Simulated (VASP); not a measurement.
# Si16H8Cl in VASP: notebook

Runs on Si16H8Cl. Level: PBE+D3(BJ). Tasks: single point.

Program: VASP 6.6.1. These are calculated values, not measurements. Logs are shortened: lines on timing, memory, paths and dates and some standing lists are left out, and cuts for length are marked.

## 1. The cell of the first run

The cell holds a slab with vacuum, 25 atoms: a = 7.679 Å, b = 7.679 Å, c = 17.869 Å, α = 90.00°, β = 90.00°, γ = 60.00°.

## 2. Single point, PBE+D3(BJ), collinear spin

File INCAR:

```
PREC = Accurate
ENCUT = 520
EDIFF = 1E-6
ISMEAR = -1
SIGMA = 0.02
LREAL = Auto
LASPH = True
NELM = 150
ALGO = Normal
ISIF = 2
LWAVE = False
LCHARG = True
ISPIN = 2
MAGMOM = 0 0 0 0 0 0 0 0 0 0 0 0 0 0 0 0 0 0 0 0 0.19 0 0 0 0
LORBIT = 11
GGA = PE
IVDW = 12
LELF = True
LVHAR = True
NBANDS = 62
```

File KPOINTS:

```
Automatic mesh
0
Gamma
  2 2 1
```

File POSCAR:

```
Si16H8Cl
1.0
    7.6791800000      0.0000000000      0.0000000000
    3.8395900000      6.6503650000      0.0000000000
    0.0000000000      0.0000000000     17.8687650000
H Si Cl
8 16 1
Direct
    0.1666666792      0.1666666416      0.0559635767
    0.6666666792      0.1666666416      0.0559635767
    0.1666667168      0.6666665664      0.0559635767
    0.6666667168      0.6666665664      0.0559635767
    0.4979428267     -0.0006971046      0.4406249117
    0.0001309011      0.4995121320      0.4407848556
    0.4951783522      0.5065299423      0.4388516498
    0.6513601972      0.3072608797      0.4944733450
    0.1666666792      0.1666666416      0.1399089417
    0.6666666792      0.1666666416      0.1399089417
    0.1666667168      0.6666665664      0.1399089417
    0.6666667168      0.6666665664      0.1399089417
   -0.1668877585      0.3336705579      0.1822305571
    0.3333471685      0.3332884736      0.1823328585
   -0.1668843724      0.8332025385      0.1823911166
    0.3337412506      0.8331339708      0.1817610786
   -0.1659024223      0.3333331328      0.3136435562
    0.3325366668      0.3326751238      0.3135940844
   -0.1672479806      0.8330338260      0.3138228635
    0.3331380796      0.8350203335      0.3128573239
    0.0002651829     -0.0005829755      0.3520040697
    0.4999158059      0.0000282691      0.3566596237
   -0.0000839904      0.5002424679      0.3567269478
    0.4989650757      0.5010033284      0.3540996258
    0.7706804853      0.1527326696      0.5355288404
```

Potentials or basis: VASP PAW PBE potentials, release 64 (H, Si, Cl).

Command:

```
cat potpaw_PBE.64/H/POTCAR potpaw_PBE.64/Si/POTCAR potpaw_PBE.64/Cl/POTCAR > POTCAR
mpirun -np 1 vasp_std > vasp.out
```

OUTCAR:

```text
PREC = Accurate
   ENCUT = 520
   EDIFF = 1E-6
   ISMEAR = -1
   LREAL = Auto
   LASPH = True
   NELM = 150
   ISIF = 2
   ISPIN = 2
   LORBIT = 11
   GGA = PE
   IVDW = 12
 IVDW          = 12

 ion  position               nearest neighbor table
   1  0.167  0.167  0.056-   9 1.50
   2  0.667  0.167  0.056-  10 1.50
   3  0.167  0.667  0.056-  11 1.50
   4  0.667  0.667  0.056-  12 1.50
   5  0.498  0.999  0.441-  22 1.50
   6  0.000  0.500  0.441-  23 1.50
   7  0.495  0.507  0.439-  24 1.51
   8  0.651  0.307  0.494-  25 1.30
   9  0.167  0.167  0.140-   1 1.50  16 2.34  14 2.34  13 2.34
  10  0.667  0.167  0.140-   2 1.50  14 2.34  13 2.34  15 2.34
  11  0.167  0.667  0.140-   3 1.50  16 2.34  14 2.34  15 2.34
  12  0.667  0.667  0.140-   4 1.50  16 2.34  13 2.34  15 2.34
  13  0.833  0.334  0.182-  12 2.34  10 2.34   9 2.34  17 2.35
  14  0.333  0.333  0.182-   9 2.34  10 2.34  11 2.34  18 2.35
  15  0.833  0.833  0.182-  12 2.34  10 2.34  11 2.34  19 2.35
  16  0.334  0.833  0.182-  12 2.34   9 2.34  11 2.34  20 2.34
  17  0.834  0.333  0.314-  21 2.32  23 2.34  24 2.34  13 2.35
  18  0.333  0.333  0.314-  24 2.34  22 2.34  23 2.34  14 2.35
  19  0.833  0.833  0.314-  21 2.32  22 2.34  23 2.34  15 2.35
  20  0.333  0.835  0.313-  21 2.32  24 2.34  22 2.34  16 2.34
  21  0.000  0.999  0.352-  20 2.32  19 2.32  17 2.32
  22  0.500  0.000  0.357-   5 1.50  20 2.34  19 2.34  18 2.34
  23  1.000  0.500  0.357-   6 1.50  19 2.34  18 2.34  17 2.34
  24  0.499  0.501  0.354-   7 1.51  20 2.34  18 2.34  17 2.34
  25  0.771  0.153  0.536-   8 1.30

  LATTYP: Found a hexagonal cell.
 ALAT       =     7.6791800344
 C/A-ratio  =     2.3269105451

  Lattice vectors:

 A1 = (  -3.8395900000,  -6.6503650000,   0.0000000000)
 A2 = (   7.6791800000,   0.0000000000,   0.0000000000)
 A3 = (   0.0000000000,   0.0000000000,  17.8687650000)

Analysis of symmetry for initial positions (statically):
=====================================================================
 Subroutine PRICEL returns:
 Original cell was already a primitive cell.

 Routine SETGRP: Setting up the symmetry group for a
 hexagonal supercell.

 Subroutine GETGRP returns: Found  1 space group operations
 (whereof  1 operations were pure point group operations)
 out of a pool of 24 trial point group operations.

The static configuration has the point symmetry C_1 .

Analysis of symmetry for dynamics (positions and initial velocities):
=====================================================================
 Subroutine PRICEL returns:
 Original cell was already a primitive cell.

 Routine SETGRP: Setting up the symmetry group for a
 hexagonal supercell.

 Subroutine GETGRP returns: Found  1 space group operations
 (whereof  1 operations were pure point group operations)
 out of a pool of 24 trial point group operations.

The dynamic configuration has the point symmetry C_1 .

Analysis of structural, dynamic, and magnetic symmetry:
=====================================================================
 Subroutine PRICEL returns:
 Original cell was already a primitive cell.

 Routine SETGRP: Setting up the symmetry group for a
 hexagonal supercell.

 Subroutine GETGRP returns: Found  1 space group operations
 (whereof  1 operations were pure point group operations)
 out of a pool of 24 trial point group operations.

The overall configuration has the point symmetry C_1 .

 Subroutine INISYM returns: Found  1 space group operations
 (whereof  1 operations are pure point group operations),
 and found     1 'primitive' translations

----------------------------------------------------------------------------------------

                                     Primitive cell

  volume of cell :     912.5462

  direct lattice vectors                    reciprocal lattice vectors
     7.679180000  0.000000000  0.000000000     0.130222237 -0.075183843  0.000000000
     3.839590000  6.650365000  0.000000000     0.000000000  0.150367687  0.000000000
     0.000000000  0.000000000 17.868765000     0.000000000  0.000000000  0.055963577

  length of vectors
     7.679180000  7.679180034 17.868765000     0.150367687  0.150367687  0.055963577

  position of ions in fractional coordinates (direct lattice)
     0.166666679  0.166666642  0.055963577
     0.666666679  0.166666642  0.055963577
     0.166666717  0.666666566  0.055963577
     0.666666717  0.666666566  0.055963577
     0.497942827  0.999302895  0.440624912
     0.000130901  0.499512132  0.440784856
[... 60 lines left out ...]
     0.000000000  0.075183843  0.000000000     0.000000000  0.500000000  0.000000000
     0.000000000  0.000000000  0.055963577     0.000000000  0.000000000  1.000000000

  Length of vectors
     0.075183844  0.075183843  0.055963577

  Shift w.r.t. Gamma in fractional coordinates (k-lattice)
     0.000000000  0.000000000  0.000000000

 Subroutine IBZKPT returns following result:
 ===========================================

 Found      4 irreducible k-points:

 Following reciprocal coordinates:
            Coordinates               Weight
  0.000000  0.000000  0.000000      1.000000
  0.500000  0.000000  0.000000      1.000000
  0.500000  0.500000  0.000000      1.000000
  0.000000  0.500000  0.000000      1.000000
   k-points           NKPTS =      4   k-points in BZ     NKDIM =      4   number of bands    NBANDS=     62
   number of dos      NEDOS =    301   number of ions     NIONS =     25
   total plane-waves  NPLWV = 504000
   dimension x,y,z NGX =    60 NGY =   60 NGZ =  140
   dimension x,y,z NGXF=   120 NGYF=  120 NGZF=  280
   ions per type =               8  16   1
   NGX,Y,Z   is equivalent  to a cutoff of  12.99, 12.99, 13.03 a.u.
   NGXF,Y,Z  is equivalent  to a cutoff of  25.98, 25.98, 26.05 a.u.
 SYSTEM =  unknown system
   PREC   = accura    normal or accurate (medium, high low for compatibility)
   ISTART =      0    job   : 0-new  1-cont  2-samecut
   ICHARG =      2    charge: 1-file 2-atom 10-const
   ISPIN  =      2    spin polarized calculation?
   LNONCOLLINEAR =      F non collinear calculations
   LSORBIT =      F    spin-orbit coupling
   LASPH  =      T    aspherical Exc in radial PAW
   ENCUT  =  520.0 eV  38.22 Ry    6.18 a.u.  14.28 14.28 33.22*2*pi/ulx,y,z
   NELM   =    150;   NELMIN=  2; NELMDL= -5     # of ELM steps
   EDIFF  = 0.1E-05   stopping-criterion for ELM
   LREAL  =      T    real-space projection
   EDIFFG = 0.1E-04   stopping-criterion for IOM
   NSW    =      0    number of steps for IOM
   IBRION =     -1    ionic relax: 0-MD 1-quasi-New 2-CG
   NFREE  =      0    steps in history (QN), initial steepest desc. (CG)
   ISIF   =      2    stress and relaxation
   ISYM   =      2    0-nonsym 1-usesym 2-fastsym
   POTIM  = 0.5000    time-step for ionic-motion
   TEBEG  =    0.0;   TEEND  =   0.0 temperature during run
   PSTRESS=    0.0 pullay stress
   NELECT =      79.0000    total number of electrons
   NUPDOWN=      -1.0000    fix difference up-down
   EMIN   =  10.00;   EMAX   =-10.00  energy-range for DOS
   EFERMI =   0.00;   METHOD = LEGACY
   ISMEAR =    -1;   SIGMA  =   0.02  broadening in eV -4-tet -1-fermi 0-gaus
   EFERMI_NEDOS =   21; number of points for ismear=-14 and -15
   IALGO  =     38    algorithm
   IMIX   =      4    mixing-type and parameters
     AMIX     =   0.40;   BMIX     =  1.00
     AMIX_MAG =   1.60;   BMIX_MAG =  1.00
  volume/ion in A,a.u.               =      36.50       246.33
  Fermi-wavevector in a.u.,A,eV,Ry     =   0.724212  1.368562  7.136020  0.524483
  Thomas-Fermi vector in A             =   1.814624
   LORBIT       =     11    0 simple, 1 ext, 2 COOP (PROOUT), +10 PAW based schemes
   GGA     = PE    functional components
   LHFCALC =     F    Hartree Fock is set to
   AEXX    =    0.0000 exact exchange contribution
   IVDW    =    12    specifies the selected vdW correction
   LEPSILON=     F    determine dielectric tensor
   LRPA    =     F    only Hartree local field effects (RPA)
 spin polarized calculation
  energy-cutoff  :      520.00
  volume of cell :      912.55
 maximum number of plane-waves:     24625
 NGX is ok and might be reduce to    60
   NGX = 29   NGY = 29   NGZ = 67

 number of electron      79.0000006 magnetization       1.0001043

 Free energy of the ion-electron system (eV)
  ---------------------------------------------------
  ext. energy  EPLUGINS =         0.00000000
  ---------------------------------------------------
  free energy    TOTEN  =      -113.97193812 eV

  energy without entropy =     -113.97193812  energy(sigma->0) =     -113.97193812

 E-fermi :  -0.5271     XC(G=0):  -4.6824

 val. band max:       -0.8930528093   @ k =   0.0000   0.5000   0.0000
 cond. band min:      -0.1818485131   @ k =   0.0000   0.0000   0.0000
 fundamental gap:      0.7112042962
 Fermi energy:        -0.5271450182

 spin component 1

 k-point     1 :       0.0000    0.0000    0.0000
  band No.  band energies     occupation
      1     -17.0378      1.00000
      2     -12.2942      1.00000
      3     -11.1625      1.00000
      4     -10.1150      1.00000
      5     -10.1052      1.00000
      6     -10.0806      1.00000
[... 205 lines left out ...]
     50       2.8088      0.00000
     51       2.9645      0.00000
 Fermi energy:        -0.5271450182

 spin component 2

 k-point     1 :       0.0000    0.0000    0.0000
  band No.  band energies     occupation
      1     -17.0184      1.00000
      2     -12.2514      1.00000
      3     -11.1317      1.00000
      4     -10.0833      1.00000
      5     -10.0726      1.00000
      6     -10.0246      1.00000
[... 205 lines left out ...]
     50       2.8411      0.00000
     51       3.0181      0.00000
 [bands above 51 left out]

------------------------ aborting loop because EDIFF is reached ----------------------------------------

 Edisp (eV)   -4.07695

 E8    (eV) :    -1.6930

  FORCE on cell =-STRESS in cart. coord.  units (eV):
  Direction    XX          YY          ZZ          XY          YZ          ZX
  --------------------------------------------------------------------------------------
  -------------------------------------------------------------------------------------
  Total       2.64680     2.58501    -0.05972     0.00832     0.05931    -0.01179
  in kB       4.64705     4.53856    -0.10485     0.01462     0.10412    -0.02070
  external pressure =        3.03 kB  Pullay stress =        0.00 kB

 VOLUME and BASIS-vectors are now :
 -----------------------------------------------------------------------------
  energy-cutoff  :      520.00
  volume of cell :      912.55
      direct lattice vectors                 reciprocal lattice vectors
     7.679180000  0.000000000  0.000000000     0.130222237 -0.075183843  0.000000000
     3.839590000  6.650365000  0.000000000     0.000000000  0.150367687  0.000000000
     0.000000000  0.000000000 17.868765000     0.000000000  0.000000000  0.055963577

 POSITION                                       TOTAL-FORCE (eV/Angst)
 -----------------------------------------------------------------------------------
      1.91979      1.10839      1.00000        -0.002731      0.007927     -0.036260
      5.75938      1.10839      1.00000         0.001307      0.000274     -0.033328
      3.83959      4.43358      1.00000        -0.005832     -0.002191     -0.034843
      7.67918      4.43358      1.00000         0.007121     -0.005981     -0.072548
      7.66071      6.64573      7.87342         0.001461      0.000550     -0.005121
      1.91893      3.32194      7.87628        -0.001617     -0.000125     -0.006818
[... 17 lines left out ...]
      5.75529      3.33186      6.32732         0.001228      0.001866      0.011598
      6.50462      1.01573      9.56924        -0.024955      0.081107     -0.056437
 -----------------------------------------------------------------------------------
    total drift:                                0.001808     -0.001215     -0.015299

  FREE ENERGIE OF THE ION-ELECTRON SYSTEM (eV)
  ---------------------------------------------------
  free  energy   TOTEN  =      -118.0488858853 eV

  energy  without entropy=     -118.0488858793  energy(sigma->0) =     -118.04888588

 total charge

# of ion       s       p       d       tot
------------------------------------------
    1        0.558   0.014   0.000   0.572
    2        0.558   0.014   0.000   0.572
    3        0.558   0.014   0.000   0.572
    4        0.559   0.014   0.000   0.572
    5        0.557   0.014   0.000   0.570
    6        0.557   0.014   0.000   0.570
[... 17 lines left out ...]
   24        0.738   0.972   0.000   1.710
   25        1.600   3.548   0.000   5.148
--------------------------------------------------
tot         17.885  19.185   0.000  37.070

 magnetization (x)

# of ion       s       p       d       tot
------------------------------------------
    1        0.001  -0.000   0.000   0.001
    2        0.001  -0.000   0.000   0.001
    3        0.001  -0.000   0.000   0.001
    4        0.007   0.000   0.000   0.007
    5       -0.000   0.000   0.000  -0.000
    6       -0.000   0.000   0.000  -0.000
[... 17 lines left out ...]
   24        0.001   0.001   0.000   0.002
   25        0.002   0.016   0.000   0.017
--------------------------------------------------
tot          0.068   0.285   0.000   0.353
```

Run time: 20 min. Hardware: 1 thread of Intel Xeon Platinum 8488C (Sapphire Rapids), shared host; peak memory 1.4 GiB.

Results:

| Quantity | Value |
| --- | --- |
| Free energy | -118.0489 eV |
| Largest force | 0.107 eV/Å |
| Band gap on the k mesh | 0.71 eV (least direct gap 0.80 eV) |
| Net moment | 1.00 μB per cell |
| Site moments | H +0.00, +0.01, -0.00 (each value once); Si -0.00, +0.03, +0.02, +0.00, +0.24 (each value once); Cl +0.02 μB |
| Valence electrons inside the program's atomic spheres | H 0.57, 0.58 (each value once); Si 1.72, 1.71, 1.67 (each value once); Cl 5.15 |
| Dispersion energy per atom | -0.163 eV |

Forces on the atoms (eV/Å):
```
H   -0.003  0.008 -0.036
H    0.001  0.000 -0.033
H   -0.006 -0.002 -0.035
H    0.007 -0.006 -0.073
H    0.001  0.001 -0.005
H   -0.002  0.000 -0.007
H   -0.001  0.001 -0.014
H    0.026 -0.085  0.060
Si  -0.009  0.010  0.066
Si   0.005 -0.016  0.102
Si  -0.025  0.006  0.087
Si   0.025 -0.003 -0.069
Si   0.002 -0.001  0.002
Si  -0.002  0.000  0.001
Si   0.000 -0.001  0.001
Si   0.003  0.003  0.003
Si  -0.004  0.000 -0.003
Si   0.001  0.002 -0.001
Si   0.000  0.000 -0.005
Si   0.000 -0.005  0.005
Si   0.000  0.003  0.000
Si   0.001  0.001 -0.002
Si   0.001  0.001  0.001
Si   0.001  0.002  0.012
Cl  -0.025  0.081 -0.056
```

Caveat: the k points lie up to 0.47 Å⁻¹ apart.

## 3. Single point, PBE+D3(BJ), collinear spin

File INCAR:

```
ALGO = Normal ; EDIFF = 1E-6
ENCUT = 520 ; GGA = PE
ISIF = 2 ; ISMEAR = -1
ISPIN = 2 ; IVDW = 12
LASPH = T ; LCHARG = F
LORBIT = 11 ; LREAL = Auto
LWAVE = F ; MAGMOM = 0 0 0 0 0 0 0 0 0 0 0 0 0 0 0 0 0 0 0 0 0.19 0 0 0 0
NBANDS = 62 ; NELM = 150
PREC = Accurate ; SIGMA = 0.02
```

File KPOINTS:

```
k-points
0
Gamma
  2 2 1
```

File POSCAR:

```
Si16H8Cl
1.0
    7.6791800000      0.0000000000      0.0000000000
    3.8395900000      6.6503650000      0.0000000000
    0.0000000000      0.0000000000     17.8687650000
H Si Cl
8 16 1
Direct
    0.1666666792      0.1666666416      0.0559635767
    0.6666666792      0.1666666416      0.0559635767
    0.1666666416      0.6666667168      0.0559635767
    0.6666666416      0.6666667168      0.0559635767
    0.5014343425     -0.0030181802      0.4403819738
    0.0005228910      0.4998345204      0.4407685142
    0.5022749409      0.5013648123      0.4392840244
    0.4371218525      0.3841052333      0.5095363334
    0.1666666792      0.1666666416      0.1399089417
    0.6666666792      0.1666666416      0.1399089417
    0.1666666416      0.6666667168      0.1399089417
    0.6666666416      0.6666667168      0.1399089417
   -0.1668659535      0.3336628892      0.1821372658
    0.3334524179      0.3333298248      0.1823694587
   -0.1667061540      0.8330828458      0.1821234987
    0.3336757653      0.8329675138      0.1820548314
   -0.1651384129      0.3329930011      0.3135591632
    0.3334915190      0.3314766934      0.3136506076
   -0.1667851731      0.8318081789      0.3134314543
    0.3341426546      0.8329338315      0.3133989954
    0.0002002872     -0.0011110668      0.3514670432
    0.5007865188     -0.0014391691      0.3564644787
    0.0009771350      0.4994044688      0.3567529709
    0.5006959382      0.4988005921      0.3547386179
    0.3854687641      0.3107477560      0.5650661923
```

Potentials or basis: VASP PAW PBE potentials, release 64 (H, Si, Cl).

Command:

```
cat potpaw_PBE.64/H/POTCAR potpaw_PBE.64/Si/POTCAR potpaw_PBE.64/Cl/POTCAR > POTCAR
mpirun -np 1 vasp_std > vasp.out
```

It took 12 min on 1 thread of AMD EPYC 9R45 (Zen 5), shared host; peak memory 1.4 GiB.

It converged, with:

```yaml
Free_energy: -118.0150 eV
Largest_force: 0.086 eV/Å
Band_gap_on_the_k_mesh: 0.72 eV
Net_moment: 1.00 μB per cell
Site_moments: H +0.00, +0.01, -0.00 (each value once); Si -0.00, +0.03, +0.02, +0.00, +0.24 (each value once); Cl +0.00 μB
Valence_electrons_inside_the_program's_atomic_spheres: H 0.57, 0.58, 0.59 (each value once); Si 1.71, 1.72, 1.67 (each value once); Cl 5.15
Dispersion_energy_per_atom: -0.162 eV
```

Forces on the atoms (eV/Å):
```
H    0.000 -0.002 -0.034
H    0.002  0.001 -0.033
H    0.001 -0.006 -0.034
H   -0.002 -0.004 -0.068
H   -0.002  0.001 -0.006
H   -0.002 -0.001 -0.013
H    0.005  0.004 -0.003
H   -0.020 -0.004  0.035
Si   0.001 -0.002  0.081
Si   0.004 -0.012  0.085
Si  -0.007 -0.003  0.071
Si   0.008  0.000 -0.063
Si   0.011 -0.010  0.003
Si  -0.012 -0.009  0.005
Si   0.002  0.002  0.004
Si  -0.001  0.014  0.002
Si  -0.006  0.005 -0.009
Si   0.010  0.008  0.002
Si  -0.001 -0.003 -0.006
Si  -0.002 -0.005 -0.010
Si  -0.005  0.000  0.010
Si   0.008 -0.002  0.012
Si  -0.003  0.004  0.011
Si  -0.005  0.001 -0.007
Cl   0.015  0.022 -0.036
```

Levels at points of the mesh, in eV from the valence-band top:
Spin up:
```csv
k point,band 38,band 39,band 40,band 41,band 42,band 43
"(0.00, 0.00, 0.00)",-0.18,-0.03,-0.03,1.35,1.37,1.39
"(0.50, 0.00, 0.00)",-0.81,-0.80,-0.03,1.85,1.92,2.65
"(0.50, 0.50, 0.00)",-0.82,-0.78,-0.03,1.86,1.90,2.63
"(0.00, 0.50, 0.00)",-0.81,-0.80,-0.02,1.84,1.92,2.64
```
Spin down:
```tsv
k point	band 35	band 36	band 37	band 38	band 39	band 40	band 41	band 42	band 43	band 44
(0.00, 0.00, 0.00)	-1.32	-0.64	-0.64	0.00	0.00	0.72	1.39	1.41	1.43	2.06
(0.50, 0.00, 0.00)	-1.66	-1.63	-1.60	-0.79	-0.76	0.91	1.86	2.02	2.67	2.70
(0.50, 0.50, 0.00)	-1.64	-1.62	-1.61	-0.78	-0.77	0.91	1.88	2.00	2.67	2.69
(0.00, 0.50, 0.00)	-1.67	-1.63	-1.61	-0.79	-0.76	0.91	1.86	2.01	2.67	2.70
```

Caveat: the k points lie up to 0.47 Å⁻¹ apart.
